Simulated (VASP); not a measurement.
# Cu: relaxation of shape and atoms at fixed volume with r2SCAN

The system is Cu.

```
Cu
1.0
    -1.46203    1.46203    1.38287
     1.46203   -1.46203    1.38287
     1.46203    1.46203   -1.38287
Cu
1
Direct
  0.00000 0.00000 0.00000
```

This cell differs from its parent crystal: volume scaled by 1.03.

- Program: VASP 6.6.1
- Task: relaxation of shape and atoms at fixed volume
- Functional: r2SCAN
- Potentials or basis: VASP PAW PBE potentials, release 64 (Cu)
- Cutoff: 600 eV
- k mesh: 20 × 20 × 20
- Occupations: gaussian, width 0.1 eV
- Spin: no spin polarisation
- Dipole correction: no
- Further INCAR settings: ALGO = Normal; EDIFF = 1e-06; IBRION = 2; EDIFFG = -0.01; NSW = 50; ISIF = 4

| Quantity | Value |
| --- | --- |
| Pressure after relaxing | -3.7 GPa |

Stress tensor (GPa, compression positive):
```
-3.69  0.00  0.00
 0.00 -3.69  0.00
 0.00  0.00 -3.81
```

Final structure:
```
Cu
1.0
    -1.46203    1.46203    1.38287
     1.46203   -1.46203    1.38287
     1.46203    1.46203   -1.38287
Cu
1
Direct
  0.00000 0.00000 0.00000
```

Levels at points of the mesh, in eV from the Fermi level:
```tsv
k point	band 3	band 4	band 5	band 6	band 7	band 8	band 9
(0.00, 0.00, 0.00)	-3.12	-3.12	-2.32	-2.09	25.42	25.42	27.00
(0.50, 0.00, 0.00)	-2.22	-1.98	-1.44	-0.44	4.81	17.80	17.94
(0.50, 0.50, 0.00)	-2.39	-2.15	-1.47	-0.88	4.19	19.29	19.64
(0.50, 0.50, 0.50)	-1.63	-1.63	-1.57	7.95	7.95	10.18	13.41
```

Wall time 6.7 min on 1 thread of Oxide Virtual Turin-like Processor, with other jobs on the host, peak memory 0.17 GiB.

Caveat: the relaxation stopped at its first step, so nothing moved; the PAW data sets were made with another functional, which shifts forces and pressure a little.
